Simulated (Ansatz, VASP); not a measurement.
## Y in VASP and in Ansatz

File INCAR:

```
SYSTEM = Y
PREC     = Accurate       ! precision mode
ENCUT    = 520            ! plane-wave cutoff, eV
EDIFF    = 1E-6           ! SCF threshold, eV
ISMEAR   = -1             ! smearing method
SIGMA    = 0.1            ! smearing width, eV
LREAL    = .False.        ! projectors in reciprocal space
LASPH    = .True.         ! aspherical terms in the spheres
NELM     = 80             ! most SCF steps
ALGO     = Normal         ! electronic algorithm
ISIF     = 2              ! what is computed and relaxed
LWAVE    = .False.        ! write WAVECAR
LCHARG   = .False.        ! write CHGCAR
GGA      = RP             ! functional
NBANDS   = 30             ! bands
```

KPOINTS

```
Automatic mesh
0
Gamma
  11 11 3
  0 0 0
```

The input POSCAR:

```
Y
1.0
    3.6077826050      0.0000000000      0.0000000000
   -1.8038913025      3.1244313873      0.0000000000
    0.0000000000      0.0000000000     11.5765335876
Y
4
Direct
    1.0000000000      0.0000000000      1.0000000000
    0.0000000000      0.0000000000      0.5000000000
    0.3333333333      0.6666666667      0.2500000000
    0.6666666667      0.3333333333      0.7500000000
```

Input for Ansatz:

```yaml
crystal:
  lattice:
    - [3.607782605, 0.0, 0.0]
    - [-1.8038913025, 3.1244313873, 0.0]
    - [0.0, 0.0, 11.5765335876]
  atoms:
    - { symbol: "Y", position: [1.0, 0.0, 1.0] }
    - { symbol: "Y", position: [0.0, 0.0, 0.5] }
    - { symbol: "Y", position: [0.3333333333, 0.6666666667, 0.25] }
    - { symbol: "Y", position: [0.6666666667, 0.3333333333, 0.75] }
hamiltonian:
  xc: rpbe
  pseudopotentials:
    kind: paw
    azcp:
      "Y": "pseudopotentials/Y.paw.azcp"
basis:
  ecutwfc: 420
  fft_grid_basis: typed
kpoints:
  mp_grid: { grid: [11, 11, 3], shift: [0, 0, 0] }
magnetization:
  spin_polarized: false
scf:
  occupations: { method: fermi_dirac, width: 0.1 }
  lower_state_search: "off"
output:
  stress: true
```

Alike in both runs: task single point; functional RPBE; k mesh 11 × 11 × 3; occupations fermi-dirac, width 0.1 eV; no spin polarisation.

|  | VASP | Ansatz |
| --- | --- | --- |
| version | VASP 6.6.1 | Ansatz 0.2.0 |
| potentials or method | VASP PAW PBE potentials, release 64 (Y_sv), cutoff 520 eV | plane waves (420 eV) with PAW, scalar-relativistic |
| valence electrons in the cell | 44 | 44 |

```tsv
	VASP	Ansatz	Ansatz less VASP
pressure (GPa)	1.4	1.5	+0.11
```

VASP's potentials were made for PBE, not for RPBE.
